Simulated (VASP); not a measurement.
# Al (R-3m) in VASP: notebook

The runs below take Al through electric field gradients, with PBE.

All numbers are computed with VASP 6.6.1; they aren't measurements. Logs are shortened: lines on timing, memory, paths and dates and some standing lists are left out, and cuts for length are marked.

## 1. The cell of the first run

It takes space group R-3m (No. 166, trigonal). Conventional cell: a = 2.877 Å, b = 2.877 Å, c = 6.941 Å, α = 90.00°, β = 90.00°, γ = 120.00°. Al (site symmetry -3m) has 12 Al at 2.85 to 2.88 Å within 3.8 Å.

## 2. Electric field gradients, PBE (equal xy, yz and zx shear strains of -1 %)

INCAR reads:

```
SYSTEM = Al
ALGO = Normal
EDIFF = 1E-8
ENCUT = 520
GGA = PE
ISIF = 2
ISMEAR = -1
LASPH = .True.
LCHARG = .False.
LEFG = .True.
LREAL = .False.
LWAVE = .False.
NBANDS = 8
NELM = 100
PREC = Accurate
SIGMA = 0.05
```

KPOINTS reads:

```
k-points
0
Gamma
  14 14 14
  0 0 0
```

POSCAR reads:

```
Al
1.0
   -0.0202398000      2.0138601000      2.0138601000
    2.0138601000     -0.0202398000      2.0138601000
    2.0138601000      2.0138601000     -0.0202398000
Al
1
Direct
    0.0000000000      0.0000000000      0.0000000000
```

Potentials or basis: VASP PAW PBE potentials, release 64 (Al).

Command:

```console
cat potpaw_PBE.64/Al/POTCAR > POTCAR
mpirun -np 1 vasp_std > vasp.out
```

OUTCAR:

```text
SYSTEM = Al
   EDIFF = 1E-8
   ENCUT = 520
   GGA = PE
   ISIF = 2
   ISMEAR = -1
   LASPH = .True.
   LREAL = .False.
   NELM = 100
   PREC = Accurate

 ion  position               nearest neighbor table
   1  0.000  0.000  0.000-

  LATTYP: Found a trigonal (rhomboedric) cell.
 ALAT       =     2.8481001833
 COS(alpha) =     0.4899250057

  Lattice vectors:

 A1 = (  -0.0202398000,   2.0138601000,   2.0138601000)
 A2 = (   2.0138601000,  -0.0202398000,   2.0138601000)
 A3 = (   2.0138601000,   2.0138601000,  -0.0202398000)

Analysis of symmetry for initial positions (statically):
=====================================================================
 Subroutine PRICEL returns:
 Original cell was already a primitive cell.

 Routine SETGRP: Setting up the symmetry group for a
 trigonal (rhombohedral) supercell.

 Subroutine GETGRP returns: Found 12 space group operations
 (whereof 12 operations were pure point group operations)
 out of a pool of 12 trial point group operations.

The static configuration has the point symmetry D_3d.

Analysis of symmetry for dynamics (positions and initial velocities):
=====================================================================
 Subroutine PRICEL returns:
 Original cell was already a primitive cell.

 Routine SETGRP: Setting up the symmetry group for a
 trigonal (rhombohedral) supercell.

 Subroutine GETGRP returns: Found 12 space group operations
 (whereof 12 operations were pure point group operations)
 out of a pool of 12 trial point group operations.

The dynamic configuration has the point symmetry D_3d.

 Subroutine INISYM returns: Found 12 space group operations
 (whereof 12 operations are pure point group operations),
 and found     1 'primitive' translations

----------------------------------------------------------------------------------------

                                     Primitive cell

  volume of cell :      16.5812

  direct lattice vectors                    reciprocal lattice vectors
    -0.020239800  2.013860100  2.013860100    -0.244567510  0.247050429  0.247050429
     2.013860100 -0.020239800  2.013860100     0.247050429 -0.244567510  0.247050429
     2.013860100  2.013860100 -0.020239800     0.247050429  0.247050429 -0.244567510

[... 112 lines left out ...]
 non-spin polarized calculation
  energy-cutoff  :      520.00
  volume of cell :       16.58
 maximum number of plane-waves:       464
 NGX is ok and might be reduce to    24
   NGX = 11   NGY = 11   NGZ = 11

 number of electron       3.0000000 magnetization

 Free energy of the ion-electron system (eV)
  ---------------------------------------------------
  ext. energy  EPLUGINS =         0.00000000
  ---------------------------------------------------
  free energy    TOTEN  =        -3.73991823 eV

  energy without entropy =       -3.73536397  energy(sigma->0) =       -3.73764110

 E-fermi :   7.9211     XC(G=0): -10.1792

 val. band max:        7.9184001099   @ k =  -0.3571   0.4286   0.2143
 cond. band min:       7.9450156372   @ k =  -0.4286   0.5000   0.2143
 fundamental gap:      0.0266155273
 Fermi energy:         7.9210915038

 k-point     1 :       0.0000    0.0000    0.0000
  band No.  band energies     occupation
      1      -3.1521      2.00000
      2      20.3826      0.00000
      3      20.3826      0.00000
      4      20.8534      0.00000
      5      21.8246      0.00000
      6      21.8246      0.00000
      7      22.2926      0.00000
      8      24.4302      0.00000
[... 243 lines left out ...]
 k-point    24 :       0.2857    0.1429    0.0000
  band No.  band energies     occupation
      1      -1.1416      2.00000
      2      12.1048      0.00000
      3      16.4990      0.00000
      4      17.9793      0.00000
      5      18.3235      0.00000
      6      21.9965      0.00000
      7      26.1138      0.00000
      8      26.5643      0.00000

 [... further k-points ...]
[... 5 lines left out ...]
  --------------------------------------------------------------------------------------
  -------------------------------------------------------------------------------------
  Total       -0.0622219     -0.0622219     -0.0622219     -0.0003086     -0.0003086     -0.0003086
  in kB       -6.0122644     -6.0122644     -6.0122644     -0.0298195     -0.0298195     -0.0298195
  external PRESSURE =      -6.0122644 kB  Pullay stress =       0.0000000 kB

 VOLUME and BASIS-vectors are now :
 -----------------------------------------------------------------------------
  energy-cutoff  :      520.00
  volume of cell :       16.58
      direct lattice vectors                 reciprocal lattice vectors
    -0.020239800  2.013860100  2.013860100    -0.244567510  0.247050429  0.247050429
     2.013860100 -0.020239800  2.013860100     0.247050429 -0.244567510  0.247050429
     2.013860100  2.013860100 -0.020239800     0.247050429  0.247050429 -0.244567510

 POSITION                                       TOTAL-FORCE (eV/Angst)
 -----------------------------------------------------------------------------------
      0.00000      0.00000      0.00000         0.000000     -0.000000      0.000000
 -----------------------------------------------------------------------------------
    total drift:                                0.000000      0.000000      0.000000

  FREE ENERGIE OF THE ION-ELECTRON SYSTEM (eV)
  ---------------------------------------------------
  free  energy   TOTEN  =        -3.7399182278 eV

  energy  without entropy=       -3.7353639698  energy(sigma->0) =       -3.73764110

 Electric field gradients (V/A^2)
---------------------------------------------------------------------
 ion       V_xx      V_yy      V_zz      V_xy      V_xz      V_yz
---------------------------------------------------------------------
   1      -0.000    -0.000    -0.000    -0.655    -0.655    -0.655
---------------------------------------------------------------------

 Electric field gradients after diagonalization (V/A^2)
 (convention: |V_zz| > |V_xx| > |V_yy|)
----------------------------------------------------------------------
 ion       V_xx      V_yy      V_zz     asymmetry (V_yy - V_xx)/ V_zz
----------------------------------------------------------------------
   1       0.655     0.655    -1.310       0.000
----------------------------------------------------------------------

           NMR quadrupolar parameters

 Cq : quadrupolar parameter    Cq=e*Q*V_zz/h
 eta: asymmetry parameters     (V_yy - V_xx)/ V_zz
 Q  : nuclear electric quadrupole moment in mb (millibarn)
----------------------------------------------------------------------
 ion       Cq(MHz)       eta       Q (mb)
----------------------------------------------------------------------
   1      -0.003       0.000       1.000
----------------------------------------------------------------------
```

stdout:

```text
POSCAR found type information on POSCAR Al
 POSCAR found :  1 types and       1 ions
 scaLAPACK will be used
 LDA part: xc-table for (Slater+PW92), standard interpolation
 POSCAR, INCAR and KPOINTS ok, starting setup
 FFT: planning ... GRIDC
 FFT: planning ... GRID_SOFT
 FFT: planning ... GRID
 WAVECAR not read
 entering main loop
ion   1
```

Wall time 23 s (1 thread of AMD EPYC 9R45 (Zen 5), shared host); peak memory 0.12 GiB.

Results:

| Item | Value |
| --- | --- |
| Free energy | -3.7399 eV |
| Pressure | -0.6 GPa |

Levels at points of the mesh, in eV from the Fermi level:
```csv
k point,band 1,band 2,band 3,band 4
"(0.00, 0.00, 0.00)",-11.07,12.46,12.46,12.93
"(0.50, 0.00, 0.00)",-4.57,-4.41,11.35,11.38
"(0.50, 0.50, 0.00)",-2.88,-1.57,5.28,5.42
"(0.50, 0.50, 0.50)",-4.46,-4.16,11.14,11.14
```

Electric field gradients, principal values (V/Å²):
```tsv
atom	least	middle	greatest (by size)
1 Al	0.655	0.655	-1.310
```

Caveat: the cell differs from its parent crystal (equal xy, yz and zx shear strains of -1 %); without QUAD_EFG the Cq values of the log hold for a quadrupole moment of 1 mb, not for the nuclei.

## 3. Electric field gradients, PBE (equal xy, yz and zx shear strains of +2 %)

INCAR reads:

```
SYSTEM = Al
PREC = Accurate ; ENCUT = 520
EDIFF = 1E-8 ; ISMEAR = -1
SIGMA = 0.05 ; LREAL = .FALSE.
LASPH = .TRUE. ; NELM = 80
ALGO = Normal ; ISIF = 2
LWAVE = .FALSE. ; LCHARG = .FALSE.
GGA = PE ; LEFG = .TRUE.
NBANDS = 8
```

KPOINTS reads:

```
Automatic mesh
0
G
  14 14 14
  0 0 0
```

POSCAR reads:

```
Al
1.0
    0.0404796000      2.0442198000      2.0442198000
    2.0442198000      0.0404796000      2.0442198000
    2.0442198000      2.0442198000      0.0404796000
Al
1
Direct
    0.0000000000      0.0000000000      0.0000000000
```

Potentials or basis: VASP PAW PBE potentials, release 64 (Al).

Command:

```console
cat potpaw_PBE.64/Al/POTCAR > POTCAR
mpirun -np 1 vasp_std > vasp.out
```

OUTCAR:

```text
SYSTEM = Al
   PREC = Accurate
   ENCUT = 520
   EDIFF = 1E-8
   ISMEAR = -1
   LREAL = .FALSE.
   LASPH = .TRUE.
   NELM = 80
   ISIF = 2
   GGA = PE

 ion  position               nearest neighbor table
   1  0.000  0.000  0.000-

  LATTYP: Found a trigonal (rhomboedric) cell.
 ALAT       =     2.8912467517
 COS(alpha) =     0.5197000882

  Lattice vectors:

 A1 = (   0.0404796000,   2.0442198000,   2.0442198000)
[... 471 lines left out ...]
    total drift:                                0.000000      0.000000     -0.000000

  FREE ENERGIE OF THE ION-ELECTRON SYSTEM (eV)
  ---------------------------------------------------
  free  energy   TOTEN  =        -3.7398619532 eV

  energy  without entropy=       -3.7358661644  energy(sigma->0) =       -3.73786406

 Electric field gradients (V/A^2)
---------------------------------------------------------------------
 ion       V_xx      V_yy      V_zz      V_xy      V_xz      V_yz
---------------------------------------------------------------------
   1       0.000     0.000    -0.000     1.418     1.418     1.418
---------------------------------------------------------------------

 Electric field gradients after diagonalization (V/A^2)
 (convention: |V_zz| > |V_xx| > |V_yy|)
----------------------------------------------------------------------
 ion       V_xx      V_yy      V_zz     asymmetry (V_yy - V_xx)/ V_zz
----------------------------------------------------------------------
   1      -1.418    -1.418     2.836       0.000
----------------------------------------------------------------------

           NMR quadrupolar parameters

 Cq : quadrupolar parameter    Cq=e*Q*V_zz/h
 eta: asymmetry parameters     (V_yy - V_xx)/ V_zz
 Q  : nuclear electric quadrupole moment in mb (millibarn)
----------------------------------------------------------------------
 ion       Cq(MHz)       eta       Q (mb)
----------------------------------------------------------------------
   1       0.007       0.000       1.000
----------------------------------------------------------------------
```

OSZICAR:

```text
N       E                     dE             d eps       ncg     rms          rms(c)
DAV:   1    -0.243040197594E+01   -0.24304E+01   -0.83686E+02  4616   0.201E+02
DAV:   2    -0.375602852702E+01   -0.13256E+01   -0.12672E+01  6472   0.184E+01
DAV:   3    -0.376262276989E+01   -0.65942E-02   -0.65924E-02  5912   0.144E+00
DAV:   4    -0.376263771562E+01   -0.14946E-04   -0.14946E-04  7184   0.620E-02
DAV:   5    -0.376263775475E+01   -0.39125E-07   -0.38130E-07  5992   0.174E-03    0.130E+00
DAV:   6    -0.374946053231E+01    0.13177E-01   -0.17110E-03  6128   0.196E-01    0.757E-01
DAV:   7    -0.373987035104E+01    0.95902E-02   -0.51086E-03  6048   0.318E-01    0.146E-01
DAV:   8    -0.373986394521E+01    0.64058E-05   -0.14401E-05  6640   0.266E-02    0.848E-03
DAV:   9    -0.373986232916E+01    0.16161E-05   -0.88772E-07  6560   0.418E-03    0.722E-04
DAV:  10    -0.373986198261E+01    0.34655E-06   -0.72454E-09  6792   0.460E-04    0.296E-04
DAV:  11    -0.373986195086E+01    0.31749E-07   -0.16829E-10  4320   0.778E-05    0.599E-05
DAV:  12    -0.373986195319E+01   -0.23292E-08   -0.18881E-11  3496   0.230E-05
   1 F= -.37398620E+01 E0= -.37378641E+01  d E =-.399579E-02
```

stdout:

```text
POSCAR found type information on POSCAR Al
 POSCAR found :  1 types and       1 ions
 scaLAPACK will be used
 LDA part: xc-table for (Slater+PW92), standard interpolation
 POSCAR, INCAR and KPOINTS ok, starting setup
 FFT: planning ... GRIDC
 FFT: planning ... GRID_SOFT
 FFT: planning ... GRID
 WAVECAR not read
 entering main loop
ion   1
```

It took 22 s on 1 thread of AMD EPYC 9R45 (Zen 5), shared host; peak memory 0.12 GiB.

What came out:

```
Free energy : -3.7399 eV
Pressure    : -0.5 GPa
```

Stress tensor (GPa, compression positive):
```
-0.50 -0.18 -0.18
-0.18 -0.50 -0.18
-0.18 -0.18 -0.50
```

Electric field gradients, principal values (V/Å²):
```csv
atom,least,middle,greatest (by size)
1 Al,-1.418,-1.418,2.836
```

Caveat: the cell differs from its parent crystal (equal xy, yz and zx shear strains of +2 %); without QUAD_EFG the Cq values of the log hold for a quadrupole moment of 1 mb, not for the nuclei.
